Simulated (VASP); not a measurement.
# Cl (R-3m) in VASP: single point with PBEsol

Aim: the single point of Cl with PBEsol.

All numbers are computed with VASP 6.6.1; they aren't measurements. Logs are shortened: lines on timing, memory, paths and dates and some standing lists are left out, and cuts for length are marked.

## (1) The cell of the first run

Symmetry: R-3m, No. 166, trigonal system. The conventional cell has a = 4.199 Å, b = 4.199 Å, c = 11.681 Å, α = 90.00°, β = 90.00°, γ = 120.00°. Cl (site symmetry 3m) has 6 Cl at 2.81 to 3.46 Å within 3.7 Å.

## (2) Single point, PBEsol

INCAR

```
PREC     = Accurate       # precision mode
ENCUT    = 500            # plane-wave cutoff, eV
EDIFF    = 1E-6           # SCF threshold, eV
ISMEAR   = 0              # smearing method
SIGMA    = 0.1            # smearing width, eV
LREAL    = False          # projectors in reciprocal space
LASPH    = True           # aspherical terms in the spheres
NELM     = 120            # most SCF steps
ALGO     = Normal         # electronic algorithm
ISIF     = 2              # what is computed and relaxed
LWAVE    = False          # write WAVECAR
LCHARG   = True           # write CHGCAR
GGA      = PS             # functional
LELF     = True           # ELF
LVHAR    = True         
NBANDS   = 14             # bands
GGA_COMPAT= False
```

KPOINTS

```
regular mesh
0
Gamma
  6 6 6
```

POSCAR

```
Cl
1.0
    2.0996876610      1.2122552363      3.8936190293
   -2.0996876610      1.2122552363      3.8936190293
    0.0000000000     -2.4245104726      3.8936190293
Cl
2
Direct
    0.2275400000      0.2275400000      0.2275400000
    0.7724600000      0.7724600000      0.7724600000
```

Potentials or basis: VASP PAW PBE potentials, release 64 (Cl).

The run is started by

```sh
cat potpaw_PBE.64/Cl/POTCAR > POTCAR
mpirun -np 1 vasp_std > vasp.out
```

OUTCAR:

```text
PREC = Accurate
   ENCUT = 500
   EDIFF = 1E-6
   ISMEAR = 0
   LREAL = False
   LASPH = True
   NELM = 120
   ISIF = 2
   GGA = PS

 ion  position               nearest neighbor table
   1  0.228  0.228  0.228-
   2  0.772  0.772  0.772-

  LATTYP: Found a trigonal (rhomboedric) cell.
 ALAT       =     4.5867766653
 COS(alpha) =     0.5808936906

  Lattice vectors:

 A1 = (   2.0996876610,   1.2122552363,   3.8936190293)
 A2 = (  -2.0996876610,   1.2122552363,   3.8936190293)
 A3 = (   0.0000000000,  -2.4245104726,   3.8936190293)

Analysis of symmetry for initial positions (statically):
=====================================================================
 Subroutine PRICEL returns:
 Original cell was already a primitive cell.

 Routine SETGRP: Setting up the symmetry group for a
 trigonal (rhombohedral) supercell.

 Subroutine GETGRP returns: Found 12 space group operations
 (whereof 12 operations were pure point group operations)
 out of a pool of 12 trial point group operations.

The static configuration has the point symmetry D_3d.

Analysis of symmetry for dynamics (positions and initial velocities):
=====================================================================
 Subroutine PRICEL returns:
 Original cell was already a primitive cell.

 Routine SETGRP: Setting up the symmetry group for a
 trigonal (rhombohedral) supercell.

 Subroutine GETGRP returns: Found 12 space group operations
 (whereof 12 operations were pure point group operations)
 out of a pool of 12 trial point group operations.

The dynamic configuration has the point symmetry D_3d.

 Subroutine INISYM returns: Found 12 space group operations
 (whereof 12 operations are pure point group operations),
 and found     1 'primitive' translations

----------------------------------------------------------------------------------------

                                     Primitive cell

  volume of cell :      59.4639

  direct lattice vectors                    reciprocal lattice vectors
     2.099687661  1.212255236  3.893619029     0.238130656  0.137484798  0.085610156
    -2.099687661  1.212255236  3.893619029    -0.238130656  0.137484798  0.085610156
     0.000000000 -2.424510473  3.893619029     0.000000000 -0.274969597  0.085610156

  length of vectors
     4.586776665  4.586776665  4.586776665     0.287988503  0.287988503  0.287988503

  position of ions in fractional coordinates (direct lattice)
     0.227540000  0.227540000  0.227540000
     0.772460000  0.772460000  0.772460000

  ion indices of the primitive-cell ions
   primitive index   ion index
                 1           1
                 2           2

----------------------------------------------------------------------------------------

 KPOINTS: regular mesh

Automatic generation of k-mesh.
 Grid dimensions read from file:
 generate k-points for:    6    6    6

 Generating k-lattice:

  Cartesian coordinates                     Fractional coordinates (reciprocal lattice)
     0.039688443  0.022914133  0.014268359     0.166666667  0.000000000  0.000000000
    -0.039688443  0.022914133  0.014268359     0.000000000  0.166666667  0.000000000
     0.000000000 -0.045828266  0.014268359     0.000000000  0.000000000  0.166666667

  Length of vectors
     0.047998084  0.047998084  0.047998084

  Shift w.r.t. Gamma in fractional coordinates (k-lattice)
     0.000000000  0.000000000  0.000000000

 Subroutine IBZKPT returns following result:
 ===========================================

 Found     32 irreducible k-points:

 Following reciprocal coordinates:
            Coordinates               Weight
  0.000000  0.000000  0.000000      1.000000
  0.166667 -0.000000  0.000000      6.000000
  0.333333 -0.000000  0.000000      6.000000
  0.500000 -0.000000  0.000000      3.000000
  0.166667  0.166667  0.000000      6.000000
  0.333333  0.166667  0.000000     12.000000
[... 16 lines left out ...]
  0.500000  0.500000  0.166667      6.000000
 -0.333333  0.500000  0.166667     12.000000
 [... further k-points ...]
   k-points           NKPTS =     32   k-points in BZ     NKDIM =     32   number of bands    NBANDS=     14
   number of dos      NEDOS =    301   number of ions     NIONS =      2
   total plane-waves  NPLWV =  46656
   dimension x,y,z NGX =    36 NGY =   36 NGZ =   36
   dimension x,y,z NGXF=    72 NGYF=   72 NGZF=   72
   ions per type =               2
   NGX,Y,Z   is equivalent  to a cutoff of  13.05, 13.05, 13.05 a.u.
   NGXF,Y,Z  is equivalent  to a cutoff of  26.10, 26.10, 26.10 a.u.
 SYSTEM =  unknown system
   PREC   = accura    normal or accurate (medium, high low for compatibility)
   ISTART =      0    job   : 0-new  1-cont  2-samecut
   ICHARG =      2    charge: 1-file 2-atom 10-const
   ISPIN  =      1    spin polarized calculation?
   LNONCOLLINEAR =      F non collinear calculations
   LSORBIT =      F    spin-orbit coupling
   LASPH  =      T    aspherical Exc in radial PAW
   ENCUT  =  500.0 eV  36.75 Ry    6.06 a.u.   8.36  8.36  8.36*2*pi/ulx,y,z
   NELM   =    120;   NELMIN=  2; NELMDL= -5     # of ELM steps
   EDIFF  = 0.1E-05   stopping-criterion for ELM
   LREAL  =      F    real-space projection
   EDIFFG = 0.1E-04   stopping-criterion for IOM
   NSW    =      0    number of steps for IOM
   IBRION =     -1    ionic relax: 0-MD 1-quasi-New 2-CG
   NFREE  =      0    steps in history (QN), initial steepest desc. (CG)
   ISIF   =      2    stress and relaxation
   ISYM   =      2    0-nonsym 1-usesym 2-fastsym
   POTIM  = 0.5000    time-step for ionic-motion
   TEBEG  =    0.0;   TEEND  =   0.0 temperature during run
   PSTRESS=    0.0 pullay stress
   NELECT =      14.0000    total number of electrons
   NUPDOWN=      -1.0000    fix difference up-down
   EMIN   =  10.00;   EMAX   =-10.00  energy-range for DOS
   EFERMI =   0.00;   METHOD = LEGACY
   ISMEAR =     0;   SIGMA  =   0.10  broadening in eV -4-tet -1-fermi 0-gaus
   EFERMI_NEDOS =   21; number of points for ismear=-14 and -15
   IALGO  =     38    algorithm
   IMIX   =      4    mixing-type and parameters
     AMIX     =   0.40;   BMIX     =  1.00
     AMIX_MAG =   1.60;   BMIX_MAG =  1.00
  volume/ion in A,a.u.               =      29.73       200.64
  Fermi-wavevector in a.u.,A,eV,Ry     =   1.010880  1.910287 13.903505  1.021879
  Thomas-Fermi vector in A             =   2.143896
   LORBIT       =      0    0 simple, 1 ext, 2 COOP (PROOUT), +10 PAW based schemes
   GGA     = PS    functional components
   LHFCALC =     F    Hartree Fock is set to
   AEXX    =    0.0000 exact exchange contribution
   IVDW    =     0    specifies the selected vdW correction
   LEPSILON=     F    determine dielectric tensor
   LRPA    =     F    only Hartree local field effects (RPA)
 non-spin polarized calculation
 Gauss-broadening in eV      SIGMA  =   0.10
  energy-cutoff  :      500.00
  volume of cell :       59.46
 maximum number of plane-waves:      1545
 NGX is ok and might be reduce to    36
   NGX = 17   NGY = 17   NGZ = 17

 number of electron      13.9999999 magnetization

 Free energy of the ion-electron system (eV)
  ---------------------------------------------------
  ext. energy  EPLUGINS =         0.00000000
  ---------------------------------------------------
  free energy    TOTEN  =        -2.27207940 eV

  energy without entropy =       -2.24593652  energy(sigma->0) =       -2.25900796

 E-fermi :  -0.9116     XC(G=0):  -7.9810

 val. band max:       -0.9242890432   @ k =  -0.1667   0.1667   0.1667
 cond. band min:      -0.9101062951   @ k =  -0.1667   0.1667   0.0000
 fundamental gap:      0.0141827480
 Fermi energy:        -0.9115835909

 k-point     1 :       0.0000    0.0000    0.0000
  band No.  band energies     occupation
      1     -15.6079      2.00000
      2     -13.4788      2.00000
      3      -3.2214      2.00000
      4      -3.2214      2.00000
      5      -3.1046      2.00000
      6      -1.3089      2.00000
      7      -1.0874      1.98709
      8      -1.0874      1.98709
      9       6.2600      0.00000
     10       8.7241      0.00000
     11       9.1116      0.00000
     12       9.1116      0.00000
     13      10.2112      0.00000
     14      10.2112      0.00000

 k-point     2 :       0.1667   -0.0000    0.0000
  band No.  band energies     occupation
      1     -15.4794      2.00000
      2     -13.6198      2.00000
      3      -3.3336      2.00000
      4      -3.2675      2.00000
      5      -3.0521      2.00000
      6      -1.4470      2.00000
      7      -1.2267      1.99999
      8      -1.1393      1.99872
      9       6.9428      0.00000
     10       8.3952      0.00000
     11       8.9641      0.00000
     12       9.3409      0.00000
     13      10.9434      0.00000
     14      11.0840      0.00000

 k-point     3 :       0.3333   -0.0000    0.0000
  band No.  band energies     occupation
      1     -15.1314      2.00000
      2     -13.9930      2.00000
      3      -3.5156      2.00000
      4      -3.3537      2.00000
      5      -2.9467      2.00000
      6      -1.8998      2.00000
      7      -1.3174      2.00000
      8      -1.2481      2.00000
      9       8.1177      0.00000
     10       8.4689      0.00000
     11       9.5790      0.00000
     12      10.3052      0.00000
     13      12.4597      0.00000
     14      12.5951      0.00000
[... 324 lines left out ...]
 k-point    23 :       0.5000    0.5000    0.1667
  band No.  band energies     occupation
      1     -15.0025      2.00000
      2     -14.0733      2.00000
      3      -4.3742      2.00000
      4      -3.7012      2.00000
      5      -3.5210      2.00000
      6      -1.0942      1.99021
      7      -0.7879      0.08017
      8      -0.4810      0.00000
      9       7.3611      0.00000
     10       9.0315      0.00000
     11      10.6695      0.00000
     12      11.5953      0.00000
     13      12.4755      0.00000
     14      12.6521      0.00000

 k-point    24 :      -0.3333    0.5000    0.1667
  band No.  band energies     occupation
      1     -14.8008      2.00000
      2     -14.2677      2.00000
      3      -4.4333      2.00000
      4      -4.0495      2.00000
      5      -3.3037      2.00000
      6      -1.3552      2.00000
      7      -0.5748      0.00000
      8      -0.3484      0.00000
      9       7.5313      0.00000
     10       9.1286      0.00000
     11       9.9950      0.00000
     12      11.4736      0.00000
     13      12.7231      0.00000
     14      13.6558      0.00000

 [... further k-points ...]

------------------------ aborting loop because EDIFF is reached ----------------------------------------

  FORCE on cell =-STRESS in cart. coord.  units (eV):
  Direction    XX          YY          ZZ          XY          YZ          ZX
  --------------------------------------------------------------------------------------
  -------------------------------------------------------------------------------------
  Total       -0.9565023     -0.9565023     -2.2172161      0.0000000      0.0000000     -0.0000000
  in kB      -25.7717042    -25.7717042    -59.7399883      0.0000000      0.0000000     -0.0000000
  external PRESSURE =     -37.0944656 kB  Pullay stress =       0.0000000 kB

 VOLUME and BASIS-vectors are now :
 -----------------------------------------------------------------------------
  energy-cutoff  :      500.00
  volume of cell :       59.46
      direct lattice vectors                 reciprocal lattice vectors
     2.099687661  1.212255236  3.893619029     0.238130656  0.137484798  0.085610156
    -2.099687661  1.212255236  3.893619029    -0.238130656  0.137484798  0.085610156
     0.000000000 -2.424510473  3.893619029     0.000000000 -0.274969597  0.085610156

 POSITION                                       TOTAL-FORCE (eV/Angst)
 -----------------------------------------------------------------------------------
      0.00000      0.00000      2.65786         0.000000     -0.000000      0.185850
      0.00000      0.00000      9.02299         0.000000      0.000000     -0.185850
 -----------------------------------------------------------------------------------
    total drift:                               -0.000000      0.000000     -0.000000

  FREE ENERGIE OF THE ION-ELECTRON SYSTEM (eV)
  ---------------------------------------------------
  free  energy   TOTEN  =        -2.2720794001 eV

  energy  without entropy=       -2.2459365156  energy(sigma->0) =       -2.25900796
```

Wall time 52 s (1 thread of Oxide Virtual Turin-like, shared host); peak memory 0.16 GiB.

Results:

| Property | Result |
| --- | --- |
| Free energy | -2.2721 eV |
| Pressure | -3.7 GPa |
| Largest force | 0.186 eV/Å |
| Band gap on the k mesh | zero (bands 7 and 8 overlap by 1.02 eV) |

Forces in eV/Å, atoms in the order of the input:
```
Cl   0.000  0.000  0.186
Cl   0.000  0.000 -0.186
```

Stress tensor (GPa, compression positive):
```
-2.58  0.00  0.00
 0.00 -2.58  0.00
 0.00  0.00 -5.97
```

Levels at points of the mesh, in eV from the Fermi level:
```csv
k point,band 5,band 6,band 7,band 8,band 9,band 10
"(0.00, 0.00, 0.00)",-2.19,-0.40,-0.18,-0.18,7.17,9.64
"(0.50, 0.00, 0.00)",-2.01,-1.15,-0.50,-0.39,9.41,9.80
"(0.50, 0.50, 0.00)",-2.84,0.08,0.32,0.66,7.81,10.26
"(0.50, 0.50, 0.50)",-1.87,-1.37,-0.68,-0.68,9.50,10.19
```

Caveat: the cell stands under tension; the PAW data sets were made with another functional, which shifts forces and pressure a little.
